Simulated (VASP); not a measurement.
# Ca in VASP: a series of runs

Runs on Ca. Level: PBE. Tasks: single point.

Program: VASP 6.6.1. These are calculated values, not measurements. Logs are shortened: lines on timing, memory, paths and dates and some standing lists are left out, and cuts for length are marked.

### Step 1. The cell of the first run

Symmetry: I4/mmm, No. 139, tetragonal system. Conventional cell: a = 4.070 Å, b = 4.070 Å, c = 5.588 Å, α = 90.00°, β = 90.00°, γ = 90.00°. Ca (site symmetry 4/mmm) has 12 Ca at 4.01 to 4.07 Å within 5.3 Å.

### Step 2. Single point, PBE (x and y stretched by +3 %, z held)

INCAR reads:

```
ALGO     = Normal         # electronic algorithm
EDIFF    = 1E-6           # SCF threshold, eV
ENCUT    = 520            # plane-wave cutoff, eV
GGA      = PE             # functional
ISIF     = 2              # what is computed and relaxed
ISMEAR   = -1             # smearing method
LASPH    = T              # aspherical terms in the spheres
LCHARG   = T              # write CHGCAR
LELF     = T              # ELF
LREAL    = F              # projectors in reciprocal space
LVHAR    = T            
LWAVE    = F              # write WAVECAR
NBANDS   = 11             # bands
NELM     = 80             # most SCF steps
PREC     = Accurate       # precision mode
SIGMA    = 0.05           # smearing width, eV
```

KPOINTS reads:

```
k-points
0
Gamma
  11 11 11
```

POSCAR reads:

```
Ca
1.0
    0.0000000000      2.8780260000      2.7942000000
    2.8780260000      0.0000000000      2.7942000000
    2.8780260000      2.8780260000      0.0000000000
Ca
1
Direct
    0.0000000000      0.0000000000      0.0000000000
```

Potentials or basis: VASP PAW PBE potentials, release 64 (Ca_sv).

Command:

```
> cat potpaw_PBE.64/Ca_sv/POTCAR > POTCAR
> mpirun -np 1 vasp_std > vasp.out
```

OUTCAR:

```text
EDIFF = 1E-6
   ENCUT = 520
   GGA = PE
   ISIF = 2
   ISMEAR = -1
   LASPH = T
   LREAL = F
   NELM = 80
   PREC = Accurate

 ion  position               nearest neighbor table
   1  0.000  0.000  0.000-

  LATTYP: Found a body centered tetragonal cell.
 ALAT       =     4.0701434021
 C/A-ratio  =     1.3730228761

  Lattice vectors:

 A1 = (   0.0000000000,  -2.8780260000,  -2.7942000000)
 A2 = (   0.0000000000,   2.8780260000,  -2.7942000000)
 A3 = (   2.8780260000,   0.0000000000,   2.7942000000)

Analysis of symmetry for initial positions (statically):
=====================================================================
 Subroutine PRICEL returns:
 Original cell was already a primitive cell.

 Routine SETGRP: Setting up the symmetry group for a
 body centered tetragonal supercell.

 Subroutine GETGRP returns: Found 16 space group operations
 (whereof 16 operations were pure point group operations)
 out of a pool of 16 trial point group operations.

The static configuration has the point symmetry D_4h.

Analysis of symmetry for dynamics (positions and initial velocities):
=====================================================================
 Subroutine PRICEL returns:
 Original cell was already a primitive cell.

 Routine SETGRP: Setting up the symmetry group for a
 body centered tetragonal supercell.

 Subroutine GETGRP returns: Found 16 space group operations
 (whereof 16 operations were pure point group operations)
 out of a pool of 16 trial point group operations.

The dynamic configuration has the point symmetry D_4h.

 Subroutine INISYM returns: Found 16 space group operations
 (whereof 16 operations are pure point group operations),
 and found     1 'primitive' translations

----------------------------------------------------------------------------------------

                                     Primitive cell

  volume of cell :      46.2889

  direct lattice vectors                    reciprocal lattice vectors
     0.000000000  2.878026000  2.794200000    -0.173730189  0.173730189  0.178942094
     2.878026000  0.000000000  2.794200000     0.173730189 -0.173730189  0.178942094
     2.878026000  2.878026000  0.000000000     0.173730189  0.173730189 -0.178942094

  length of vectors
     4.011307430  4.011307430  4.070143402     0.303948400  0.303948400  0.303948400

  position of ions in fractional coordinates (direct lattice)
     0.000000000  0.000000000  0.000000000

[... 81 lines left out ...]
   ISIF   =      2    stress and relaxation
   ISYM   =      2    0-nonsym 1-usesym 2-fastsym
   POTIM  = 0.5000    time-step for ionic-motion
   TEBEG  =    0.0;   TEEND  =   0.0 temperature during run
   PSTRESS=    0.0 pullay stress
   NELECT =      10.0000    total number of electrons
   NUPDOWN=      -1.0000    fix difference up-down
   EMIN   =  10.00;   EMAX   =-10.00  energy-range for DOS
   EFERMI =   0.00;   METHOD = LEGACY
   ISMEAR =    -1;   SIGMA  =   0.05  broadening in eV -4-tet -1-fermi 0-gaus
   EFERMI_NEDOS =   21; number of points for ismear=-14 and -15
   IALGO  =     38    algorithm
   IMIX   =      4    mixing-type and parameters
     AMIX     =   0.40;   BMIX     =  1.00
     AMIX_MAG =   1.60;   BMIX_MAG =  1.00
  volume/ion in A,a.u.               =      46.29       312.37
  Fermi-wavevector in a.u.,A,eV,Ry     =   0.982311  1.856299 13.128748  0.964936
  Thomas-Fermi vector in A             =   2.113384
   LORBIT       =      0    0 simple, 1 ext, 2 COOP (PROOUT), +10 PAW based schemes
   GGA     = PE    functional components
   LHFCALC =     F    Hartree Fock is set to
   AEXX    =    0.0000 exact exchange contribution
   IVDW    =     0    specifies the selected vdW correction
   LEPSILON=     F    determine dielectric tensor
   LRPA    =     F    only Hartree local field effects (RPA)
 non-spin polarized calculation
  energy-cutoff  :      520.00
  volume of cell :       46.29
 maximum number of plane-waves:      1271
 NGX is ok and might be reduce to    30
   NGX = 15   NGY = 15   NGZ = 15

 number of electron      10.0000003 magnetization

 Free energy of the ion-electron system (eV)
  ---------------------------------------------------
  ext. energy  EPLUGINS =         0.00000000
  ---------------------------------------------------
  free energy    TOTEN  =        -1.91703549 eV

  energy without entropy =       -1.90572172  energy(sigma->0) =       -1.91137861

 E-fermi :   1.6055     XC(G=0):  -7.4554

 val. band max:        1.6048228119   @ k =  -0.3636   0.4545   0.0909
 cond. band min:       1.6125560526   @ k =  -0.2727   0.3636   0.2727
 fundamental gap:      0.0077332407
 Fermi energy:         1.6055453125

 k-point     1 :       0.0000    0.0000    0.0000
  band No.  band energies     occupation
      1     -40.6269      2.00000
      2     -21.5530      2.00000
      3     -21.5530      2.00000
      4     -21.5518      2.00000
      5      -2.2523      2.00000
      6       3.7797      0.00000
      7       3.7797      0.00000
      8       3.8988      0.00000
      9       4.6967      0.00000
     10       4.8455      0.00000
     11      10.3399      0.00000
[... 309 lines left out ...]
 k-point    24 :      -0.1818    0.1818    0.0000
  band No.  band energies     occupation
      1     -40.6212      2.00000
      2     -21.6033      2.00000
      3     -21.5755      2.00000
      4     -21.5615      2.00000
      5      -0.9540      2.00000
      6       2.9300      0.00000
      7       3.6203      0.00000
      8       4.2233      0.00000
      9       4.2929      0.00000
     10       5.2080      0.00000
     11       8.5680      0.00000

 [... further k-points ...]

------------------------ aborting loop because EDIFF is reached ----------------------------------------

  FORCE on cell =-STRESS in cart. coord.  units (eV):
  Direction    XX          YY          ZZ          XY          YZ          ZX
  --------------------------------------------------------------------------------------
  -------------------------------------------------------------------------------------
  Total       -0.4098300     -0.4098300     -0.3620710      0.0000000     -0.0000000      0.0000000
  in kB      -14.1852645    -14.1852645    -12.5322022      0.0000000     -0.0000000      0.0000000
  external PRESSURE =     -13.6342438 kB  Pullay stress =       0.0000000 kB

 VOLUME and BASIS-vectors are now :
 -----------------------------------------------------------------------------
  energy-cutoff  :      520.00
  volume of cell :       46.29
      direct lattice vectors                 reciprocal lattice vectors
     0.000000000  2.878026000  2.794200000    -0.173730189  0.173730189  0.178942094
     2.878026000  0.000000000  2.794200000     0.173730189 -0.173730189  0.178942094
     2.878026000  2.878026000  0.000000000     0.173730189  0.173730189 -0.178942094

 POSITION                                       TOTAL-FORCE (eV/Angst)
 -----------------------------------------------------------------------------------
      0.00000      0.00000      0.00000        -0.000000      0.000000      0.000000
 -----------------------------------------------------------------------------------
    total drift:                               -0.000000     -0.000000     -0.000000

  FREE ENERGIE OF THE ION-ELECTRON SYSTEM (eV)
  ---------------------------------------------------
  free  energy   TOTEN  =        -1.9170354942 eV

  energy  without entropy=       -1.9057217162  energy(sigma->0) =       -1.91137861
```

OSZICAR:

```text
N       E                     dE             d eps       ncg     rms          rms(c)
DAV:   1     0.667947294499E+02    0.66795E+02   -0.49135E+03  2772   0.807E+02
DAV:   2    -0.406575474979E+00   -0.67201E+02   -0.66591E+02  3024   0.208E+02
DAV:   3    -0.185738122666E+01   -0.14508E+01   -0.14340E+01  4182   0.301E+01
DAV:   4    -0.192006279999E+01   -0.62682E-01   -0.62401E-01  3664   0.491E+00
DAV:   5    -0.192128225944E+01   -0.12195E-02   -0.12192E-02  3951   0.595E-01    0.226E+00
DAV:   6    -0.191769505673E+01    0.35872E-02   -0.10350E-02  3426   0.110E+00    0.138E+00
DAV:   7    -0.191741864015E+01    0.27642E-03   -0.16412E-02  3016   0.150E+00    0.101E-01
DAV:   8    -0.191702115435E+01    0.39749E-03   -0.18173E-03  3289   0.401E-01    0.217E-02
DAV:   9    -0.191703505746E+01   -0.13903E-04   -0.10564E-04  3680   0.817E-02    0.624E-03
DAV:  10    -0.191703614347E+01   -0.10860E-05   -0.70264E-06  4073   0.218E-02    0.880E-04
DAV:  11    -0.191703549425E+01    0.64922E-06   -0.22818E-07  2040   0.398E-03
   1 F= -.19170355E+01 E0= -.19113786E+01  d E =-.113138E-01
```

stdout:

```text
POSCAR found type information on POSCAR Ca
 POSCAR found :  1 types and       1 ions
 scaLAPACK will be used
 LDA part: xc-table for (Slater+PW92), standard interpolation
 POSCAR, INCAR and KPOINTS ok, starting setup
 FFT: planning ... GRIDC
 FFT: planning ... GRID_SOFT
 FFT: planning ... GRID
 WAVECAR not read
 entering main loop
```

Wall time 38 s (1 thread of AMD EPYC 7R13 (Zen 3), shared host); peak memory 0.18 GiB.

Results:

```
Free energy            : -1.9170 eV
Pressure               : -1.4 GPa
Band gap on the k mesh : zero (band 5 reaches 1.80 eV, above the bottom of band 6 at 1.44 eV)
```

Stress tensor (GPa, compression positive):
```
-1.42  0.00  0.00
 0.00 -1.42  0.00
 0.00  0.00 -1.25
```

Caveat: the cell differs from its parent crystal (x and y stretched by +3 %, z held).

### Step 3. Single point, PBE (volume scaled by 0.9405)

INCAR reads:

```
SYSTEM = Ca
ALGO = Normal
EDIFF = 1E-6
ENCUT = 520
GGA = PE
ISIF = 2
ISMEAR = -1
LASPH = .True.
LCHARG = .True.
LELF = .True.
LREAL = .False.
LVHAR = .True.
LWAVE = .False.
NBANDS = 11
NELM = 100
PREC = Accurate
SIGMA = 0.05
```

KPOINTS reads:

```
k-points
0
Gamma
  11 11 11
  0 0 0
```

POSCAR reads:

```
Ca
1.0
    0.0000000000      2.7376447309      2.7376447309
    2.7376447309      0.0000000000      2.7376447309
    2.7376447309      2.7376447309      0.0000000000
Ca
1
Direct
    0.0000000000      0.0000000000      0.0000000000
```

Potentials or basis: VASP PAW PBE potentials, release 64 (Ca_sv).

Command:

```
> cat potpaw_PBE.64/Ca_sv/POTCAR > POTCAR
> mpirun -np 1 vasp_std > vasp.out
```

Run time: 22 s. Hardware: 1 thread of Intel Xeon 6975P-C, shared host; peak memory 0.18 GiB.

It converged, with:

```yaml
Free_energy: -1.9336 eV
Pressure: 0.5 GPa
Band_gap_on_the_k_mesh: zero (band 5 reaches 2.21 eV, above the bottom of band 6 at 1.97 eV)
```

Levels at points of the mesh, in eV from the Fermi level:
| k point | band 1 | band 2 | band 3 | band 4 | band 5 | band 6 | band 7 | band 8 | band 9 | band 10 |
| --- | --- | --- | --- | --- | --- | --- | --- | --- | --- | --- |
| (0.00, 0.00, 0.00) | -41.95 | -22.86 | -22.86 | -22.86 | -4.07 | 2.38 | 2.38 | 2.38 | 3.49 | 3.49 |

### Step 4. Single point, PBE (volume scaled by 0.97)

INCAR reads:

```
SYSTEM = Ca
PREC = Accurate ; ENCUT = 520
EDIFF = 1E-6 ; ISMEAR = -1
SIGMA = 0.05 ; LREAL = .False.
LASPH = .True. ; NELM = 60
ALGO = Normal ; ISIF = 2
LWAVE = .False. ; LCHARG = .False.
GGA = PE ; NBANDS = 11
```

KPOINTS reads:

```
Automatic mesh
0
Gamma
  11 11 11
  0 0 0
```

POSCAR reads:

```
Ca
1.0
    0.0000000000      2.7659738278      2.7659738278
    2.7659738278      0.0000000000      2.7659738278
    2.7659738278      2.7659738278      0.0000000000
Ca
1
Direct
    0.0000000000      0.0000000000      0.0000000000
```

Command:

```
> cat potpaw_PBE.64/Ca_sv/POTCAR > POTCAR
> mpirun -np 1 vasp_std > vasp.out
```

Wall time 21 s (1 thread of Intel Xeon 6975P-C, shared host); peak memory 0.18 GiB.

It converged, with:

```
Free energy            : -1.9356 eV
Pressure               : -0.1 GPa
Band gap on the k mesh : zero (band 5 reaches 2.10 eV, above the bottom of band 6 at 1.82 eV)
```

Levels at points of the mesh, in eV from the Fermi level:
```
           k point  band 3  band 4  band 5  band 6  band 7  band 8
(0.00, 0.00, 0.00)  -22.94  -22.94   -4.02    2.34    2.34    2.34
```

### Step 5. Overview

```tsv
cell	gap on the mesh (eV)	pressure (GPa)
a = 4.011, b = 4.011, c = 4.070 Å, angles 59.5, 59.5, 61.0°, 1 atom	none	-1.4
a = 3.872 Å, angles 60.0°, 1 atom	none	0.5
a = 3.912 Å, angles 60.0°, 1 atom	none	-0.1
```

Alike in all rows: task single point; level PBE; potentials or basis VASP PAW PBE potentials, release 64 (Ca_sv); no spin polarisation; k mesh 11 × 11 × 11; cutoff (eV) 520; smearing fermi-dirac 0.05 eV.

Absolute energies hang on the potentials; compare differences alone.
